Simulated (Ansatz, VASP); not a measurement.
PbS: VASP beside Ansatz

The input INCAR:

```
PREC = Accurate ; ENCUT = 600
EDIFF = 1E-6 ; ISMEAR = -1
SIGMA = 0.05 ; LREAL = F
LASPH = T ; NELM = 60
ALGO = Normal ; ISIF = 3
LWAVE = F ; LCHARG = F
GGA = B5 ; ALDAX = 1.0
AGGAX = 1.0 ; AGGAC = 1.0
ALDAC = 0.0 ; IVDW = 13
VDW_S6 = 1.0 ; VDW_S8 = 2.34076671
VDW_A1 = 0.44488865 ; VDW_A2 = 4.0933009
IBRION = 2 ; NSW = 60
EDIFFG = -0.01
```

The input KPOINTS:

```
Automatic mesh
0
Gamma
  8 8 7
```

POSCAR

```
PbS
1.0
    4.0896976867      0.0000000000      0.0000000000
   -2.0448488433      3.5417820905      0.0000000000
    0.0000000000      0.0000000000      3.7881670000
Pb S
1 1
Direct
    0.0000000000      0.0000000000      0.0000000000
    0.6666666667      0.3333333333      0.5000000000
```

File input.yaml:

```yaml
crystal:
  lattice:
    - [4.0896976867, 0.0, 0.0]
    - [-2.0448488433, 3.5417820905, 0.0]
    - [0.0, 0.0, 3.788167]
  atoms:
    - { symbol: Pb, position: [0.0, 0.0, 0.0] }
    - { symbol: S, position: [0.6666666667, 0.3333333333, 0.5] }
hamiltonian:
  xc: blyp
  pseudopotentials: { kind: paw }
  dispersion: d4
kpoints:
  mp_grid: { grid: [8, 8, 7] }
scf:
  occupations: { method: fermi_dirac, width: 0.05 }
output:
  forces: true
  stress: true
  eigenvalues: true
relax:
  f_tol: 0.01
  max_steps: 40
  cell: { stress_tol: 0.05 }
```

Alike in both runs: task relaxation of cell and atoms; functional BLYP; dispersion D4; k mesh 8 × 8 × 7; occupations fermi-dirac, width 0.05 eV; no spin polarisation.

|  | VASP | Ansatz |
| --- | --- | --- |
| version | VASP 6.6.1 | Ansatz 0.2.0 |
| potentials or method | VASP PAW PBE potentials, release 64 (Pb_d, S) | Ansatz PAW |
| plane-wave cutoff (eV) | 600 | 420 |
| valence electrons in the cell | 20 | 20 |

VASP gave:

* gap on the k mesh at the Fermi level, each at its own relaxed structure (eV): 0.23
* relaxed volume (Å³/atom): 27.28
* relaxed cell length with the largest relative difference (Å): 3.815

Problem. What did Ansatz give for the same quantities?

Solution. gap on the k mesh at the Fermi level, each at its own relaxed structure (eV): 0.23; relaxed volume (Å³/atom): 27.21; relaxed cell length with the largest relative difference (Å): 3.811.

VASP's potentials were made for PBE, not for BLYP.

Spin-orbit coupling is off throughout. Noted on Ansatz's run: odd divisions of the mesh miss points on the zone boundary, where band edges often lie, so the gap on the mesh can be too wide; the plane-wave basis is chosen anew once the cell has moved, so the energies of steps on either side of that aren't comparable.
